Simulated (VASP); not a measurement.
# Ru (P6_3/mmc) in VASP: a series of runs, part 2 of 2

VASP 6.6.1. The steps go on from the part before.

## (3) Single point, r2SCAN+D3(BJ)

This run uses another cell than the first one, of 12.76 Å³/atom, 0.979 times its volume.

The input, POSCAR:

```
Ru
1.0
    2.6505640930      0.0000000000      0.0000000000
   -1.3252820465      2.2954558389      0.0000000000
    0.0000000000      0.0000000000      4.1944897589
Ru
2
Direct
    0.6666666667      0.3333333333      0.7500000000
    0.3333333333      0.6666666667      0.2500000000
```

The input, INCAR.step1:

```
PREC = Accurate ; ENCUT = 660
ISMEAR = -1 ; SIGMA = 0.05
LREAL = F ; LASPH = T
NELM = 120 ; NBANDS = 23
GGA = PE ; ALGO = Normal
EDIFF = 1E-5 ; LWAVE = T
LCHARG = F ; GGA_COMPAT = F
```

The input, INCAR.step2:

```
PREC = Accurate ; ENCUT = 660
EDIFF = 1E-6 ; ISMEAR = -1
SIGMA = 0.05 ; LREAL = F
LASPH = T ; NELM = 120
ALGO = Normal ; ISIF = 2
LWAVE = F ; LCHARG = F
METAGGA = R2SCAN ; LMIXTAU = T
IVDW = 12 ; VDW_S6 = 1.0
VDW_S8 = 0.78981345 ; VDW_A1 = 0.49484001
VDW_A2 = 5.73083694 ; NBANDS = 23
ISTART = 1 ; GGA_COMPAT = F
```

The input, KPOINTS:

```
regular mesh
0
Gamma
  11 11 6
```

Potentials or basis: VASP PAW PBE potentials, release 64 (Ru_sv).

Run with:

```sh
cat potpaw_PBE.64/Ru_sv/POTCAR > POTCAR
cp INCAR.step1 INCAR
mpirun -np 1 vasp_std > vasp.out
cp INCAR.step2 INCAR
mpirun -np 1 vasp_std > vasp.out
```

OUTCAR:

```text
PREC = Accurate
   ENCUT = 660
   EDIFF = 1E-6
   ISMEAR = -1
   LREAL = F
   LASPH = T
   NELM = 120
   ISIF = 2
   METAGGA = R2SCAN
   IVDW = 12
   ISTART = 1
 IVDW          = 12

 ion  position               nearest neighbor table
   1  0.667  0.333  0.750-   2 2.60   2 2.60   2 2.60   2 2.60   2 2.60   2 2.60
   2  0.333  0.667  0.250-   1 2.60   1 2.60   1 2.60   1 2.60   1 2.60   1 2.60

  LATTYP: Found a hexagonal cell.
 ALAT       =     2.6505640930
 C/A-ratio  =     1.5824894670

  Lattice vectors:

 A1 = (   2.6505640930,   0.0000000000,   0.0000000000)
 A2 = (  -1.3252820465,   2.2954558389,   0.0000000000)
 A3 = (   0.0000000000,   0.0000000000,   4.1944897589)

Analysis of symmetry for initial positions (statically):
=====================================================================
 Subroutine PRICEL returns:
 Original cell was already a primitive cell.

 Routine SETGRP: Setting up the symmetry group for a
 hexagonal supercell.

 Subroutine GETGRP returns: Found 24 space group operations
 (whereof 12 operations were pure point group operations)
 out of a pool of 24 trial point group operations.

The static configuration has the point symmetry D_3d.
 The point group associated with its full space group is D_6h.

[... 159 lines left out ...]
  energy without entropy =      -50.82676385  energy(sigma->0) =      -50.83404174

 E-fermi :  16.2828     XC(G=0): -15.9884

 val. band max:       16.2588142559   @ k =   0.2727   0.0000   0.0000
 cond. band min:      16.3023553008   @ k =   0.2727   0.1818   0.1667
 fundamental gap:      0.0435410449
 Fermi energy:        16.2827818907

 k-point     1 :       0.0000    0.0000    0.0000
  band No.  band energies     occupation
      1     -59.1236      2.00000
      2     -58.8333      2.00000
      3     -28.9948      2.00000
      4     -27.7699      2.00000
      5     -27.7699      2.00000
      6     -27.5499      2.00000
[... 613 lines left out ...]
     22      32.7808      0.00000
     23      34.2066      0.00000

 [... further k-points ...]

------------------------ aborting loop because EDIFF is reached ----------------------------------------

 Edisp (eV)   -0.62532

 E8    (eV) :    -0.2260

  FORCE on cell =-STRESS in cart. coord.  units (eV):
  Direction    XX          YY          ZZ          XY          YZ          ZX
  --------------------------------------------------------------------------------------
  -------------------------------------------------------------------------------------
  Total       2.80865     2.80865     2.89614     0.00000     0.00000     0.00000
  in kB     176.32815   176.32815   181.82101     0.00000     0.00000     0.00000
  external pressure =      178.16 kB  Pullay stress =        0.00 kB

 VOLUME and BASIS-vectors are now :
 -----------------------------------------------------------------------------
  energy-cutoff  :      660.00
  volume of cell :       25.52
      direct lattice vectors                 reciprocal lattice vectors
     2.650564093  0.000000000  0.000000000     0.377278181  0.217821659  0.000000000
    -1.325282046  2.295455839  0.000000000     0.000000000  0.435643319  0.000000000
     0.000000000  0.000000000  4.194489759     0.000000000  0.000000000  0.238408020

 POSITION                                       TOTAL-FORCE (eV/Angst)
 -----------------------------------------------------------------------------------
      1.32528      0.76515      3.14587         0.000000      0.000000      0.000000
     -0.00000      1.53030      1.04862        -0.000000      0.000000      0.000000
 -----------------------------------------------------------------------------------
    total drift:                               -0.000000      0.000000     -0.000000

  FREE ENERGIE OF THE ION-ELECTRON SYSTEM (eV)
  ---------------------------------------------------
  free  energy   TOTEN  =       -51.4666399626 eV

  energy  without entropy=      -51.4520841857  energy(sigma->0) =      -51.45936207
```

OUTCAR.step1:

```text
PREC = Accurate
   ENCUT = 660
   ISMEAR = -1
   LREAL = F
   LASPH = T
   NELM = 120
[... 846 lines left out ...]
 -----------------------------------------------------------------------------------
      1.32528      0.76515      3.14587        -0.000000      0.000000      0.000000
     -0.00000      1.53030      1.04862         0.000000     -0.000000      0.000000
 -----------------------------------------------------------------------------------
    total drift:                               -0.000000      0.000000     -0.000000

  FREE ENERGIE OF THE ION-ELECTRON SYSTEM (eV)
  ---------------------------------------------------
  free  energy   TOTEN  =       -18.3919378274 eV

  energy  without entropy=      -18.3766541060  energy(sigma->0) =      -18.38429597
```

OSZICAR.step1:

```text
N       E                     dE             d eps       ncg     rms          rms(c)
DAV:   1     0.498089548188E+03    0.49809E+03   -0.23957E+04  2952   0.194E+03
DAV:   2    -0.508420147853E+01   -0.50317E+03   -0.48498E+03  3308   0.606E+02
DAV:   3    -0.194585549843E+02   -0.14374E+02   -0.14106E+02  3413   0.114E+02
DAV:   4    -0.195899724389E+02   -0.13142E+00   -0.13132E+00  3343   0.117E+01
DAV:   5    -0.195918208027E+02   -0.18484E-02   -0.18483E-02  3567   0.134E+00    0.296E+01
DAV:   6    -0.184601713289E+02    0.11316E+01   -0.25168E+00  3294   0.162E+01    0.699E+00
DAV:   7    -0.183969000618E+02    0.63271E-01   -0.18224E-01  3525   0.380E+00    0.134E+00
DAV:   8    -0.183918385545E+02    0.50615E-02   -0.90203E-03  3049   0.115E+00    0.194E-01
DAV:   9    -0.183919258891E+02   -0.87335E-04   -0.17820E-04  3686   0.154E-01    0.303E-02
DAV:  10    -0.183919390544E+02   -0.13165E-04   -0.12378E-05  2370   0.334E-02    0.401E-03
DAV:  11    -0.183919378274E+02    0.12270E-05   -0.72689E-07  1843   0.107E-02
   1 F= -.18391938E+02 E0= -.18384296E+02  d E =-.152837E-01
```

Run time: 65 s. Hardware: 1 thread of Intel Xeon 6975P-C (Granite Rapids), shared host; peak memory 0.19 GiB.

What came out:

- Free energy: -51.4666 eV
- Pressure: 17.8 GPa
- Band gap on the k mesh: zero (band 16 reaches 18.08 eV, above the bottom of band 17 at 14.55 eV)
- Dispersion energy per atom: -0.313 eV

Stress tensor (GPa, compression positive):
```
17.63  0.00  0.00
 0.00 17.63  0.00
 0.00  0.00 18.18
```

Caveat: the PAW data sets were made with another functional, which shifts forces and pressure a little; pairwise dispersion overbinds metals, which lowers pressure and volume.
